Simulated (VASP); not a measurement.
Input of a VASP 6.6.1 run:

Contents of INCAR:

```
PREC     = Accurate       # precision mode
ENCUT    = 520            # plane-wave cutoff, eV
EDIFF    = 1E-6           # SCF threshold, eV
ISMEAR   = -1             # smearing method
SIGMA    = 0.1            # smearing width, eV
LREAL    = False          # projectors in reciprocal space
LASPH    = True           # aspherical terms in the spheres
NELM     = 60             # most SCF steps
ALGO     = Normal         # electronic algorithm
ISIF     = 2              # what is computed and relaxed
LWAVE    = False          # write WAVECAR
LCHARG   = False          # write CHGCAR
GGA      = B5             # functional
ALDAX    = 1.0          
AGGAX    = 1.0          
AGGAC    = 1.0          
ALDAC    = 0.0          
NBANDS   = 7              # bands
```

The input KPOINTS:

```
Automatic mesh
0
Gamma
  16 16 16
```

File POSCAR:

```
Be
1.0
    2.1610861437      0.0000000000      0.0000000000
    0.0000000000      2.1610861437      0.0000000000
    0.0000000000      0.0000000000      2.1610861437
Be
1
Direct
    0.0000000000      0.0000000000      0.0000000000
```

Potentials or basis: VASP PAW PBE potentials, release 64 (Be).

Launch:

```console
$ cat potpaw_PBE.64/Be/POTCAR > POTCAR
$ mpirun -np 1 vasp_std > vasp.out
```

Problem. Estimate the pressure.

Solution. 3.2 GPa.

Problem. What does it give for the band gap on the k mesh?

Solution. Zero (band 1 reaches 10.53 eV, above the bottom of band 2 at 3.54 eV).

Caveat: the PAW data sets were made with another functional, which shifts forces and pressure a little.
